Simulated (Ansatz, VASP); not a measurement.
# Sb: VASP beside Ansatz

Contents of INCAR:

```
SYSTEM = Sb
PREC = Accurate
ENCUT = 520
EDIFF = 1E-8
ISMEAR = -1
SIGMA = 0.05
LREAL = .False.
LASPH = .True.
NELM = 60
ALGO = Normal
ISIF = 2
LWAVE = .False.
LCHARG = .False.
GGA = PS
LEFG = .True.
NBANDS = 12
```

Contents of KPOINTS:

```
regular mesh
0
Gamma
  9 9 9
  0 0 0
```

File POSCAR:

```
Sb
1.0
    2.1858623424      1.2620082118      3.8053879599
   -2.1858623424      1.2620082118      3.8053879599
    0.0000000000     -2.5240164235      3.8053879599
Sb
2
Direct
    0.2336400000      0.2336400000      0.2336400000
    0.7663600000      0.7663600000      0.7663600000
```

Input for Ansatz:

```yaml
crystal:
  lattice:
    - [2.1858623424, 1.2620082118, 3.8053879599]
    - [-2.1858623424, 1.2620082118, 3.8053879599]
    - [0.0, -2.5240164235, 3.8053879599]
  atoms:
    - { symbol: Sb, position: [0.23364, 0.23364, 0.23364] }
    - { symbol: Sb, position: [0.76636, 0.76636, 0.76636] }
kpoints:
  mp_grid: { grid: [9, 9, 9] }
scf:
  occupations: { method: fermi_dirac, width: 0.05 }
hamiltonian:
  xc: pbesol
  pseudopotentials: { kind: all_electron, datasets: crystal }
output:
  forces: true
  stress: true
  eigenvalues: true
  efg: { contact_densities: true }
```

Change from the starting cell: volume scaled by 1.05, crystal datasets.

Alike in both runs: task electric field gradients; functional PBEsol; k mesh 9 × 9 × 9; occupations fermi-dirac, width 0.05 eV; no spin polarisation.

```csv
,VASP,Ansatz
version,VASP 6.6.1,Ansatz 0.2.0
potentials or method,"VASP PAW PBE potentials, release 64 (Sb), cutoff 520 eV","all-electron PAW with datasets made for the crystal, scalar-relativistic"
```

VASP gave:

* pressure (GPa): -2.1
* rms of the force components (eV/Å): 0.027
* size of Vzz on the site where it differs most (V/Å²): 42.5

Task: Which values does Ansatz return?

Result: Pressure (GPa): -2.2; rms of the force components (eV/Å): 0.053; size of Vzz on the site where it differs most (V/Å²): 46.3.

VASP's potentials were made for PBE, not for PBEsol. Atom by atom the forces differ by 0.026 eV/Å (rms over components). Ansatz ran all-electron here, and VASP with PAW potentials.

Neither program's run includes spin-orbit coupling.
